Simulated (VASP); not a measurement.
Set up this calculation in VASP 6.6.1, as the native input.

```
Task                   : relaxation of cell and atoms
Functional             : PBE
Potentials or basis    : VASP PAW PBE potentials, release 64 (Sc_sv, As, S)
Cutoff                 : 600 eV
k mesh                 : 4 × 4 × 4
Occupations            : gaussian, width 0.1 eV
Spin                   : no spin polarisation
Dipole correction      : no
Further INCAR settings : ALGO = Normal; EDIFF = 1e-06; IBRION = 2; EDIFFG = -0.04; NSW = 90; ISIF = 3
```

The structure of ScAsS lies in POSCAR:

```
ScAsS
1.0
    4.3707441800      0.0000000000      0.0000000000
    0.0000000000      4.3707441800      0.0000000000
    0.0000000000      0.0000000000      4.2058614900
Sc As S
1 1 1
Direct
    0.5000000000      0.5000000000      0.0000000000
    0.0000000000      0.0000000000      0.0000000000
    0.5000000000      0.5000000000      0.5000000000
```

The cell was generated, and may not be a known phase.

One way to write it, as run:

INCAR

```
  ALGO = Normal
  EDIFF = 1E-6
  EDIFFG = -0.04
  ENCUT = 600
  GGA = PE
  IBRION = 2
  ISIF = 3
  ISMEAR = 0
  LASPH = T
  LCHARG = F
  LREAL = F
  LWAVE = F
  NELM = 100
  NSW = 90
  PREC = Accurate
  SIGMA = 0.1
```

KPOINTS

```
k-points
0
Gamma
  4 4 4
```

Potentials or basis: VASP PAW PBE potentials, release 64 (Sc_sv, As, S).

Launch:

```console
$ cat potpaw_PBE.64/Sc_sv/POTCAR potpaw_PBE.64/As/POTCAR potpaw_PBE.64/S/POTCAR > POTCAR
$ mpirun -np 1 vasp_std > vasp.out
```

Results of the run:

```
Relaxed volume                        : 24.35 Å³/atom
Relaxed cell                          : a = 3.885 Å, b = 3.885 Å, c = 4.839 Å, α = 90.00°, β = 90.00°, γ = 90.00°
Space group after relaxing (to 0.1 Å) : P4/mmm (No. 123)
Energy gained by relaxing             : 704.7 meV/atom
Ionic steps                           : 10
Pressure after relaxing               : 0.0 GPa
Band gap on the k mesh                : zero (bands 11 and 12 overlap by 1.57 eV)
```

Caveat: the k points lie up to 0.40 Å⁻¹ apart in the final cell, too coarse for converged energies and pressures of a metal; a cell axis changed by over 15 % at a fixed basis, so the end point is rough.

It took 94 s on 1 thread of AMD EPYC 9R45 96-Core Processor (Zen 5) (shared host), peak memory 0.2 GiB.
